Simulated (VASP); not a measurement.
# CoSi2 (Immm) in VASP: further runs

CoSi2 is run at these levels: PBE; tasks: single point.

Program: VASP 6.6.1. These are calculated values, not measurements. Logs are shortened: lines on timing, memory, paths and dates and some standing lists are left out, and cuts for length are marked.

## (1) The cell of the first run

It takes space group Immm (No. 71, orthorhombic). Conventional cell: a = 3.834 Å, b = 3.834 Å, c = 5.235 Å, α = 90.00°, β = 90.00°, γ = 90.00°. Co (site symmetry mmm) has 8 Si at 2.24 to 2.42 Å within 3.0 Å. Si (site symmetry mm2) has 4 Co at 2.24 to 2.42 Å and 6 Si at 2.30 to 2.94 Å within 3.0 Å.

## (2) Single point, PBE (mode 6 frozen in at -0.164 Å, strain +e along z and -e/2 along x and y -0.0233)

INCAR reads:

```
SYSTEM = CoSi2
PREC     = Accurate       ! precision mode
ENCUT    = 520            ! plane-wave cutoff, eV
EDIFF    = 1E-7           ! SCF threshold, eV
ISMEAR   = 0              ! smearing method
SIGMA    = 0.15           ! smearing width, eV
LREAL    = .False.        ! projectors in reciprocal space
LASPH    = .True.         ! aspherical terms in the spheres
NELM     = 80             ! most SCF steps
ALGO     = Normal         ! electronic algorithm
ISIF     = 2              ! what is computed and relaxed
LWAVE    = .False.        ! write WAVECAR
LCHARG   = .False.        ! write CHGCAR
GGA      = PE             ! functional
NBANDS   = 16             ! bands
```

KPOINTS reads:

```
regular mesh
0
Gamma
  12 12 12
  0 0 0
```

POSCAR reads:

```
CoSi2
1.0
    0.0000000000      2.7114004273      2.6177282631
    2.7114004273      0.0000000000      2.6177282631
    2.7114004273      2.7114004273      0.0000000000
Co Si
1 2
Direct
    0.0000000000      0.0000000000      0.0000000000
    0.2194049986      0.2194049986      0.2805950014
    0.7805950014      0.7805950014      0.7194049986
```

Potentials or basis: VASP PAW PBE potentials, release 64 (Co, Si).

The run is started by

```
cat potpaw_PBE.64/Co/POTCAR potpaw_PBE.64/Si/POTCAR > POTCAR
mpirun -np 1 vasp_std > vasp.out
```

OUTCAR:

```text
SYSTEM = CoSi2
   PREC = Accurate
   ENCUT = 520
   EDIFF = 1E-7
   ISMEAR = 0
   LREAL = .False.
   LASPH = .True.
   NELM = 80
   ISIF = 2
   GGA = PE

 ion  position               nearest neighbor table
   1  0.000  0.000  0.000-   3 2.24   2 2.24   3 2.24   2 2.24   3 2.42   3 2.42   2 2.42   2 2.42

   2  0.219  0.219  0.281-   1 2.24   1 2.24   3 2.30   1 2.42   1 2.42   3 2.73   3 2.73   3 2.73
                             3 2.73   3 2.94
   3  0.781  0.781  0.719-   1 2.24   1 2.24   2 2.30   1 2.42   1 2.42   2 2.73   2 2.73   2 2.73
                             2 2.73   2 2.94

  LATTYP: Found a body centered tetragonal cell.
 ALAT       =     3.8344992573
 C/A-ratio  =     1.3653559891

  Lattice vectors:

 A1 = (   0.0000000000,  -2.7114004273,  -2.6177282631)
 A2 = (   0.0000000000,   2.7114004273,  -2.6177282631)
 A3 = (   2.7114004273,   0.0000000000,   2.6177282631)

Analysis of symmetry for initial positions (statically):
=====================================================================
 Subroutine PRICEL returns:
 Original cell was already a primitive cell.

 Routine SETGRP: Setting up the symmetry group for a
 body centered tetragonal supercell.

 Subroutine GETGRP returns: Found  8 space group operations
 (whereof  8 operations were pure point group operations)
 out of a pool of 16 trial point group operations.

The static configuration has the point symmetry D_2h.

Analysis of symmetry for dynamics (positions and initial velocities):
=====================================================================
 Subroutine PRICEL returns:
 Original cell was already a primitive cell.

 Routine SETGRP: Setting up the symmetry group for a
 body centered tetragonal supercell.

 Subroutine GETGRP returns: Found  8 space group operations
 (whereof  8 operations were pure point group operations)
 out of a pool of 16 trial point group operations.

The dynamic configuration has the point symmetry D_2h.

 Subroutine INISYM returns: Found  8 space group operations
 (whereof  8 operations are pure point group operations),
 and found     1 'primitive' translations

----------------------------------------------------------------------------------------

                                     Primitive cell

  volume of cell :      38.4895

  direct lattice vectors                    reciprocal lattice vectors
     0.000000000  2.711400427  2.617728263    -0.184406551  0.184406551  0.191005311
     2.711400427  0.000000000  2.617728263     0.184406551 -0.184406551  0.191005311
     2.711400427  2.711400427  0.000000000     0.184406551  0.184406551 -0.191005311

  length of vectors
     3.768845120  3.768845120  3.834499257     0.323256215  0.323256215  0.323256215

  position of ions in fractional coordinates (direct lattice)
     0.000000000  0.000000000  0.000000000
     0.219404999  0.219404999  0.280595001
     0.780595001  0.780595001  0.719404999

  ion indices of the primitive-cell ions
   primitive index   ion index
                 1           1
                 2           2
                 3           3

----------------------------------------------------------------------------------------

 KPOINTS: regular mesh

Automatic generation of k-mesh.
 Grid dimensions read from file:
 generate k-points for:   12   12   12

 Generating k-lattice:

  Cartesian coordinates                     Fractional coordinates (reciprocal lattice)
    -0.015367213  0.015367213  0.015917109     0.083333333  0.000000000  0.000000000
     0.015367213 -0.015367213  0.015917109     0.000000000  0.083333333  0.000000000
     0.015367213  0.015367213 -0.015917109    -0.000000000 -0.000000000  0.083333333

  Length of vectors
     0.026938018  0.026938018  0.026938018

  Shift w.r.t. Gamma in fractional coordinates (k-lattice)
     0.000000000  0.000000000  0.000000000

 Subroutine IBZKPT returns following result:
 ===========================================

 Found    280 irreducible k-points:

 Following reciprocal coordinates:
            Coordinates               Weight
[... 42 lines left out ...]

  energy without entropy =      -18.91587114  energy(sigma->0) =      -18.92089431

 E-fermi :  10.1096     XC(G=0): -11.7209

 val. band max:       10.1063250911   @ k =   0.1667   0.0833   0.5000
 cond. band min:      10.1257074319   @ k =   0.0833  -0.1667  -0.3333
 fundamental gap:      0.0193823408
 Fermi energy:        10.1096052246

 k-point     1 :       0.0000    0.0000    0.0000
  band No.  band energies     occupation
      1      -3.1524      2.00000
      2       5.6526      2.00000
      3       5.9266      2.00000
      4       6.2879      2.00000
      5       8.0272      2.00000
      6       8.3360      2.00000
[... 8 lines left out ...]
     15      16.4362      0.00000
     16      16.8662      0.00000

 k-point     2 :       0.0833    0.0000    0.0000
  band No.  band energies     occupation
      1      -3.0510      2.00000
      2       5.5289      2.00000
      3       5.9600      2.00000
      4       6.1530      2.00000
      5       8.0044      2.00000
      6       8.3145      2.00000
[... 8 lines left out ...]
     15      16.1669      0.00000
     16      16.5584      0.00000

 k-point     3 :       0.0000    0.0000   -0.0833
  band No.  band energies     occupation
      1      -3.0462      2.00000
      2       5.5308      2.00000
      3       5.8649      2.00000
      4       6.3181      2.00000
      5       7.9827      2.00000
      6       8.2915      2.00000
[... 8 lines left out ...]
     15      16.1166      0.00000
     16      16.5463      0.00000

 k-point     4 :       0.1667   -0.0000    0.0000
  band No.  band energies     occupation
      1      -2.7499      2.00000
      2       4.9639      2.00000
      3       6.0377      2.00000
      4       6.0530      2.00000
      5       7.9547      2.00000
      6       8.2802      2.00000
[... 8 lines left out ...]
     15      16.1709      0.00000
     16      16.7128      0.00000
[... 324 lines left out ...]
 k-point    22 :       0.0833    0.0833   -0.3333
  band No.  band energies     occupation
      1      -0.8112      2.00000
      2       2.0490      2.00000
      3       6.3764      2.00000
      4       6.5902      2.00000
      5       7.3871      2.00000
      6       8.0061      2.00000
[... 8 lines left out ...]
     15      20.1856      0.00000
     16      20.3051      0.00000

 k-point    23 :       0.5000    0.0833    0.0000
  band No.  band energies     occupation
      1      -0.3369      2.00000
      2       1.4112      2.00000
      3       5.8741      2.00000
      4       6.4019      2.00000
      5       8.1727      2.00000
      6       8.3316      2.00000
[... 8 lines left out ...]
     15      19.8828      0.00000
     16      21.5273      0.00000

 k-point    24 :       0.0833    0.0833   -0.4167
  band No.  band energies     occupation
      1       0.1221      2.00000
      2       0.9774      2.00000
      3       6.4199      2.00000
      4       6.7488      2.00000
      5       7.0693      2.00000
      6       8.1848      2.00000
[... 8 lines left out ...]
     15      20.7811      0.00000
     16      21.0537      0.00000

 [... further k-points ...]
[... 5 lines left out ...]
  --------------------------------------------------------------------------------------
  -------------------------------------------------------------------------------------
  Total        0.2016789      0.2016789      3.1014691      2.6675374      0.0000000      0.0000000
  in kB        8.3951638      8.3951638    129.1029471    111.0399416      0.0000000      0.0000000
  external PRESSURE =      48.6310916 kB  Pullay stress =       0.0000000 kB

 VOLUME and BASIS-vectors are now :
 -----------------------------------------------------------------------------
  energy-cutoff  :      520.00
  volume of cell :       38.49
      direct lattice vectors                 reciprocal lattice vectors
     0.000000000  2.711400427  2.617728263    -0.184406551  0.184406551  0.191005311
     2.711400427  0.000000000  2.617728263     0.184406551 -0.184406551  0.191005311
     2.711400427  2.711400427  0.000000000     0.184406551  0.184406551 -0.191005311

 POSITION                                       TOTAL-FORCE (eV/Angst)
 -----------------------------------------------------------------------------------
      0.00000      0.00000      0.00000         0.000000      0.000000      0.000000
      1.35570      1.35570      1.14869         0.000000      0.000000      2.557014
      4.06710      4.06710      4.08677         0.000000      0.000000     -2.557014
 -----------------------------------------------------------------------------------
    total drift:                                0.000000      0.000000     -0.000000

  FREE ENERGIE OF THE ION-ELECTRON SYSTEM (eV)
  ---------------------------------------------------
  free  energy   TOTEN  =       -18.9259174925 eV

  energy  without entropy=      -18.9158711353  energy(sigma->0) =      -18.92089431
```

Run time: 84 s. Hardware: 1 thread of Intel Xeon 6975P-C (Granite Rapids), shared host; peak memory 0.29 GiB.

Results:

```yaml
Free_energy: -18.9259 eV
Pressure: 4.9 GPa
Largest_force: 2.557 eV/Å
```

Forces on the atoms (eV/Å):
```
Co   0.000  0.000  0.000
Si   0.000  0.000  2.557
Si   0.000  0.000 -2.557
```

Caveat: the cell differs from its parent crystal (mode 6 frozen in at -0.164 Å, strain +e along z and -e/2 along x and y -0.0233); forces of over 1 eV/Å act on the atoms, so gaps and moduli don't describe the material at rest.

## (3) Single point, PBE (mode 6 frozen in at -0.082 Å, strain +e along z and -e/2 along x and y -0.0233)

INCAR reads:

```
SYSTEM = CoSi2
  ALGO = Normal
  EDIFF = 1E-6
  ENCUT = 520
  GGA = PE
  ISIF = 2
  ISMEAR = 0
  LASPH = .TRUE.
  LCHARG = .FALSE.
  LREAL = .FALSE.
  LWAVE = .FALSE.
  NBANDS = 16
  NELM = 60
  PREC = Accurate
  SIGMA = 0.15
```

KPOINTS reads:

```
k-points
0
G
  12 12 12
  0 0 0
```

POSCAR reads:

```
CoSi2
1.0
    0.0000000000      2.7114004273      2.6177282631
    2.7114004273      0.0000000000      2.6177282631
    2.7114004273      2.7114004273      0.0000000000
Co Si
1 2
Direct
    0.0000000000      0.0000000000      0.0000000000
    0.2347024993      0.2347024993      0.2652975007
    0.7652975007      0.7652975007      0.7347024993
```

Potentials or basis: VASP PAW PBE potentials, release 64 (Co, Si).

The run is started by

```
cat potpaw_PBE.64/Co/POTCAR potpaw_PBE.64/Si/POTCAR > POTCAR
mpirun -np 1 vasp_std > vasp.out
```

Wall time 76 s (1 thread of Intel Xeon 6975P-C (Granite Rapids), shared host); peak memory 0.28 GiB.

It converged, with:

```
Free energy   : -19.2067 eV
Pressure      : 1.0 GPa
Largest force : 1.076 eV/Å
```

Forces on the atoms (eV/Å):
```
Co   0.000  0.000  0.000
Si   0.000  0.000  1.076
Si   0.000  0.000 -1.076
```

Stress tensor (GPa, compression positive):
```
-0.75  5.58  0.00
 5.58 -0.75  0.00
 0.00  0.00  4.60
```

Levels at points of the mesh, in eV from the Fermi level:
| k point | band 7 | band 8 | band 9 | band 10 | band 11 | band 12 |
| --- | --- | --- | --- | --- | --- | --- |
| (0.00, 0.00, 0.00) | 0.72 | 2.77 | 3.00 | 3.50 | 3.51 | 3.61 |
| (0.50, 0.00, 0.00) | -1.54 | -0.84 | 0.14 | 2.53 | 3.06 | 3.53 |
| (0.00, 0.00, 0.50) | -1.61 | -0.89 | -0.39 | 2.83 | 3.15 | 3.64 |
| (0.50, 0.50, 0.00) | -1.82 | -1.81 | -1.38 | 1.36 | 2.80 | 8.64 |
| (0.50, 0.00, 0.50) | -1.88 | -1.78 | -1.32 | 1.62 | 2.92 | 8.49 |

Caveat: the cell differs from its parent crystal (mode 6 frozen in at -0.082 Å, strain +e along z and -e/2 along x and y -0.0233); forces of over 1 eV/Å act on the atoms, so gaps and moduli don't describe the material at rest.

## (4) Single point, PBE (mode 6 frozen in at -0.164 Å, strain +e along z and -e/2 along x and y +0.0233)

INCAR reads:

```
ALGO = Normal
EDIFF = 1E-6
ENCUT = 520
GGA = PE
ISIF = 2
ISMEAR = 0
LASPH = T
LCHARG = F
LREAL = F
LWAVE = F
NBANDS = 16
NELM = 100
PREC = Accurate
SIGMA = 0.15
```

KPOINTS reads:

```
k-points
0
Gamma
  12 12 12
```

POSCAR reads:

```
CoSi2
1.0
    0.0000000000      2.6489523179      2.7426244821
    2.6489523179      0.0000000000      2.7426244821
    2.6489523179      2.6489523179      0.0000000000
Co Si
1 2
Direct
    0.0000000000      0.0000000000      0.0000000000
    0.2194049986      0.2194049986      0.2805950014
    0.7805950014      0.7805950014      0.7194049986
```

The run is started by

```
cat potpaw_PBE.64/Co/POTCAR potpaw_PBE.64/Si/POTCAR > POTCAR
mpirun -np 1 vasp_std > vasp.out
```

Wall time 64 s (1 thread of Intel Xeon 6975P-C (Granite Rapids), shared host); peak memory 0.28 GiB.

It converged, with:

```yaml
Free_energy: -18.9958 eV
Pressure: 4.0 GPa
Largest_force: 1.953 eV/Å
```

Forces on the atoms (eV/Å):
```
Co   0.000  0.000  0.000
Si   0.000  0.000  1.953
Si   0.000  0.000 -1.953
```

Stress tensor (GPa, compression positive):
```
 3.58 12.67  0.00
12.67  3.58  0.00
 0.00  0.00  4.74
```

Levels at points of the mesh, in eV from the Fermi level:
| k point | band 7 | band 8 | band 9 | band 10 | band 11 | band 12 |
| --- | --- | --- | --- | --- | --- | --- |
| (0.00, 0.00, 0.00) | 0.68 | 2.47 | 3.17 | 3.27 | 3.30 | 3.31 |
| (0.50, 0.00, 0.00) | -1.37 | -0.81 | 0.49 | 2.15 | 2.72 | 3.75 |
| (0.00, 0.00, 0.50) | -1.72 | -1.68 | 0.03 | 2.95 | 3.06 | 3.89 |
| (0.50, 0.50, 0.00) | -1.99 | -1.75 | -1.42 | 1.58 | 3.00 | 8.65 |
| (0.50, 0.00, 0.50) | -2.07 | -1.66 | -1.25 | 1.41 | 2.65 | 8.53 |

Caveat: the cell differs from its parent crystal (mode 6 frozen in at -0.164 Å, strain +e along z and -e/2 along x and y +0.0233); forces of over 1 eV/Å act on the atoms, so gaps and moduli don't describe the material at rest. Spin polarisation is off, so any magnetic state and its effect on volume and gap are missing.

## (5) Single point, PBE (mode 6 frozen in at -0.164 Å, strain +e along z and -e/2 along x and y +0.0467)

INCAR reads:

```
PREC = Accurate
ENCUT = 520
EDIFF = 1E-7
ISMEAR = 0
SIGMA = 0.15
LREAL = F
LASPH = T
NELM = 60
ALGO = Normal
ISIF = 2
LWAVE = F
LCHARG = F
GGA = PE
NBANDS = 16
```

KPOINTS reads:

```
Automatic mesh
0
Gamma
  12 12 12
```

POSCAR reads:

```
CoSi2
1.0
    0.0000000000      2.6175942543      2.8053406092
    2.6175942543      0.0000000000      2.8053406092
    2.6175942543      2.6175942543      0.0000000000
Co Si
1 2
Direct
    0.0000000000      0.0000000000      0.0000000000
    0.2194049986      0.2194049986      0.2805950014
    0.7805950014      0.7805950014      0.7194049986
```

The run is started by

```
cat potpaw_PBE.64/Co/POTCAR potpaw_PBE.64/Si/POTCAR > POTCAR
mpirun -np 1 vasp_std > vasp.out
```

It took 86 s on 1 thread of Intel Xeon 6975P-C (Granite Rapids), shared host; peak memory 0.29 GiB.

Results (log left out):

```yaml
Free_energy: -18.9896 eV
Pressure: 4.2 GPa
Largest_force: 1.784 eV/Å
```

Forces on the atoms (eV/Å):
```
Co   0.000  0.000  0.000
Si   0.000  0.000  1.784
Si   0.000  0.000 -1.784
```

Stress tensor (GPa, compression positive):
```
 5.13 13.33  0.00
13.33  5.13  0.00
 0.00  0.00  2.24
```

Levels at points of the mesh, in eV from the Fermi level:
```csv
k point,band 6,band 7,band 8,band 9,band 10,band 11,band 12,band 13
"(0.00, 0.00, 0.00)",-1.86,0.73,2.65,2.96,3.02,3.23,3.43,3.55
"(0.50, 0.00, 0.00)",-1.76,-1.29,-0.66,0.28,2.27,2.62,3.75,4.41
"(0.00, 0.00, 0.50)",-1.90,-1.89,-1.70,0.13,3.02,3.11,3.61,4.49
"(0.50, 0.50, 0.00)",-2.36,-2.08,-1.76,-1.39,1.73,3.09,8.63,9.45
"(0.50, 0.00, 0.50)",-2.47,-2.17,-1.70,-1.18,1.34,2.61,8.46,8.85
```

Caveat: the cell differs from its parent crystal (mode 6 frozen in at -0.164 Å, strain +e along z and -e/2 along x and y +0.0467); forces of over 1 eV/Å act on the atoms, so gaps and moduli don't describe the material at rest. Spin polarisation is off, so any magnetic state and its effect on volume and gap are missing.

## (6) Single point, PBE (mode 6 frozen in at -0.164 Å, strain +e along z and -e/2 along x and y +0.0000)

INCAR reads:

```
SYSTEM = CoSi2
PREC = Accurate
ENCUT = 520
EDIFF = 1E-6
ISMEAR = 0
SIGMA = 0.15
LREAL = .FALSE.
LASPH = .TRUE.
NELM = 80
ALGO = Normal
ISIF = 2
LWAVE = .FALSE.
LCHARG = .FALSE.
GGA = PE
NBANDS = 16
```

KPOINTS reads:

```
regular mesh
0
G
  12 12 12
  0 0 0
```

POSCAR reads:

```
CoSi2
1.0
    0.0000000000      2.6801763726      2.6801763726
    2.6801763726      0.0000000000      2.6801763726
    2.6801763726      2.6801763726      0.0000000000
Co Si
1 2
Direct
    0.0000000000      0.0000000000      0.0000000000
    0.2194049986      0.2194049986      0.2805950014
    0.7805950014      0.7805950014      0.7194049986
```

Potentials or basis: VASP PAW PBE potentials, release 64 (Co, Si).

The run is started by

```
cat potpaw_PBE.64/Co/POTCAR potpaw_PBE.64/Si/POTCAR > POTCAR
mpirun -np 1 vasp_std > vasp.out
```

It took 88 s on 1 thread of Intel Xeon 6975P-C, shared host; peak memory 0.29 GiB.

It converged, with:

```
Free energy   : -18.9767 eV
Pressure      : 4.3 GPa
Largest force : 2.199 eV/Å
```

Forces on the atoms (eV/Å):
```
Co   0.000  0.000  0.000
Si   0.000  0.000  2.199
Si   0.000  0.000 -2.199
```

Stress tensor (GPa, compression positive):
```
 2.27 11.94  0.00
11.94  2.27  0.00
 0.00  0.00  8.28
```

Levels at points of the mesh, in eV from the Fermi level:
| k point | band 7 | band 8 | band 9 | band 10 | band 11 | band 12 |
| --- | --- | --- | --- | --- | --- | --- |
| (0.00, 0.00, 0.00) | 0.66 | 2.29 | 3.04 | 3.20 | 3.33 | 3.52 |
| (0.50, 0.00, 0.00) | -1.43 | -0.96 | 0.62 | 2.14 | 2.76 | 3.73 |
| (0.00, 0.00, 0.50) | -1.66 | -1.55 | -0.08 | 2.90 | 2.99 | 4.00 |
| (0.50, 0.50, 0.00) | -1.90 | -1.73 | -1.44 | 1.42 | 2.89 | 8.69 |
| (0.00, 0.50, 0.50) | -1.99 | -1.64 | -1.31 | 1.49 | 2.70 | 8.55 |

Caveat: the cell differs from its parent crystal (mode 6 frozen in at -0.164 Å, strain +e along z and -e/2 along x and y +0.0000); forces of over 1 eV/Å act on the atoms, so gaps and moduli don't describe the material at rest. Spin polarisation is off, so any magnetic state and its effect on volume and gap are missing.

## (7) Overview

```csv
cell,gap on the mesh (eV),pressure (GPa),largest force (eV/Å)
"a = 3.769, b = 3.769, c = 3.834 Å, angles 59.4, 59.4, 61.2°, 3 atoms",none,1.0,1.08
"a = 3.813, b = 3.813, c = 3.746 Å, angles 60.6, 60.6, 58.8°, 3 atoms",none,4.0,1.95
"a = 3.837, b = 3.837, c = 3.702 Å, angles 61.2, 61.2, 57.7°, 3 atoms",none,4.2,1.78
"a = 3.790 Å, angles 60.0°, 3 atoms",none,4.3,2.20
```

Some of these runs hold the atoms at other places in the same cell, which the table doesn't show; runs alike in all that it shows share one row.

Alike in all rows: task single point; level PBE; potentials or basis VASP PAW PBE potentials, release 64 (Co, Si); no spin polarisation; k mesh 12 × 12 × 12; cutoff (eV) 520; smearing gaussian 0.15 eV.

Caveats: forces of over 1 eV/Å act on the atoms, so gaps and moduli don't describe the material at rest.

Absolute energies hang on the potentials; compare differences alone.
